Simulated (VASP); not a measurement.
Input of a VASP 6.6.1 run:

File POSCAR:

```
RuS
1.0
    0.0000000000      2.4486422060      2.4486422060
    2.4486422060      0.0000000000      2.4486422060
    2.4486422060      2.4486422060      0.0000000000
Ru S
1 1
Direct
    0.4836644162      0.5163355838      0.5163355838
    0.0000000000      0.0000000000      0.0000000000
```

File INCAR.step1:

```
PREC = Accurate
ENCUT = 520
ISMEAR = 0
SIGMA = 0.05
LREAL = F
LASPH = T
NELM = 60
NBANDS = 17
GGA = PE
ALGO = Normal
EDIFF = 1E-4
LWAVE = T
LCHARG = F
```

INCAR.step2

```
PREC = Accurate
ENCUT = 520
EDIFF = 1E-7
ISMEAR = 0
SIGMA = 0.05
LREAL = F
LASPH = T
NELM = 60
ALGO = Normal
ISIF = 2
LWAVE = F
LCHARG = F
METAGGA = R2SCAN
LMIXTAU = T
NBANDS = 17
ISTART = 1
```

KPOINTS

```
Automatic mesh
0
Gamma
  12 12 12
```

Potentials or basis: VASP PAW PBE potentials, release 64 (Ru_pv, S).

Command:

```console
$ cat potpaw_PBE.64/Ru_pv/POTCAR potpaw_PBE.64/S/POTCAR > POTCAR
$ cp INCAR.step1 INCAR
$ mpirun -np 1 vasp_std > vasp.out
$ cp INCAR.step2 INCAR
$ mpirun -np 1 vasp_std > vasp.out
```

(1) Estimate the band gap on the k mesh.

(2) What does it give for the pressure?

(3) Predict the largest force.

## Answers

(1) zero (bands 10 and 11 overlap by 2.06 eV).

(2) 0.4 GPa.

(3) 0.880 eV/Å.

Caveat: the cell differs from its parent crystal (atom 1 (Ru) moved 0.08 Å along x); an empty level that is flat over the whole mesh can mark a ghost state of the potentials, or a narrow d or f band; the PAW data sets were made with another functional, which shifts forces and pressure a little.
